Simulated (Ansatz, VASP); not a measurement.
# One calculation of Sb, two programs

The input INCAR:

```
PREC = Accurate
ENCUT = 520
EDIFF = 1E-8
ISMEAR = -1
SIGMA = 0.05
LREAL = F
LASPH = T
NELM = 80
ALGO = Normal
ISIF = 2
LWAVE = F
LCHARG = F
GGA = PE
LEFG = T
NBANDS = 8
```

File KPOINTS:

```
regular mesh
0
Gamma
  19 19 19
```

Contents of POSCAR:

```
Sb
1.0
   -1.5448500000      1.4952500000      2.4800000000
    1.4952500000     -1.5448500000      2.4800000000
    1.5147500000      1.5147500000     -2.5101000000
Sb
1
Direct
    0.0000000000      0.0000000000      0.0000000000
```

Input for Ansatz:

```yaml
crystal:
  lattice:
    - [-1.54485, 1.49525, 2.48]
    - [1.49525, -1.54485, 2.48]
    - [1.51475, 1.51475, -2.5101]
  atoms:
    - { symbol: Sb, position: [0.0, 0.0, 0.0] }
kpoints:
  mp_grid: { grid: [19, 19, 19] }
scf:
  occupations: { method: fermi_dirac, width: 0.05 }
hamiltonian:
  xc: pbe
  pseudopotentials: { kind: all_electron, datasets: crystal }
output:
  forces: true
  stress: true
  eigenvalues: true
  efg: { contact_densities: true }
```

Change from the starting cell: equal xy, yz and zx shear strains of -2 %, crystal datasets.

Alike in both runs: task electric field gradients; functional PBE; k mesh 19 × 19 × 19; occupations fermi-dirac, width 0.05 eV; no spin polarisation.

```csv
,VASP,Ansatz
version,VASP 6.6.1,Ansatz 0.2.0
potentials or method,"VASP PAW PBE potentials, release 64 (Sb), cutoff 520 eV","all-electron PAW with datasets made for the crystal, scalar-relativistic"
```

Ansatz gave:

```
pressure (GPa)                                                : 19.4
traceless stress, the component that is largest in VASP (GPa) : -0.97
size of Vzz on the site where it differs most (V/Å²)          : 34.5
```

Problem. Estimate VASP's values.

Solution. Pressure (GPa): 19.3; traceless stress, the component that is largest in VASP (GPa): -1.05; size of Vzz on the site where it differs most (V/Å²): 33.8.

Ansatz ran all-electron here, and VASP with PAW potentials.

Spin-orbit coupling is off throughout.
